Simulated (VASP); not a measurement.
# Hf: single point with PBE

Hf:

```
Hf
1.0
     3.19670    0.00000    0.00000
    -1.59835    2.76842    0.00000
     0.00000    0.00000    5.15896
Hf
2
Direct
  0.33333 0.66667 0.25000
  0.66667 0.33333 0.75000
```

This cell differs from its parent crystal: zz strain of +2 %.

- Program: VASP 6.6.1
- Task: single point
- Functional: PBE
- Potentials or basis: VASP PAW PBE potentials, release 64 (Hf_pv)
- Cutoff: 520 eV
- k mesh: 13 × 13 × 7
- Occupations: fermi-dirac, width 0.05 eV
- Spin: no spin polarisation

```yaml
Pressure: -1.8 GPa
Band_gap_on_the_k_mesh: zero (band 10 reaches 6.00 eV, above the bottom of band 11 at 4.39 eV)
```

Stress tensor (GPa, compression positive):
```
-0.90  0.00  0.00
 0.00 -0.90  0.00
 0.00  0.00 -3.57
```

Levels at points of the mesh, in eV from the Fermi level:
| k point | band 7 | band 8 | band 9 | band 10 | band 11 | band 12 | band 13 | band 14 |
| --- | --- | --- | --- | --- | --- | --- | --- | --- |
| (0.00, 0.00, 0.00) | -7.30 | -3.69 | 0.42 | 1.23 | 1.23 | 1.27 | 1.97 | 1.97 |

It took 68 s on 1 thread of Intel Xeon 8259CL (shared host), peak memory 0.19 GiB.

Caveat: the cell differs from its parent crystal (zz strain of +2 %); spin-orbit coupling is left out, which moves the levels of the heavy elements.
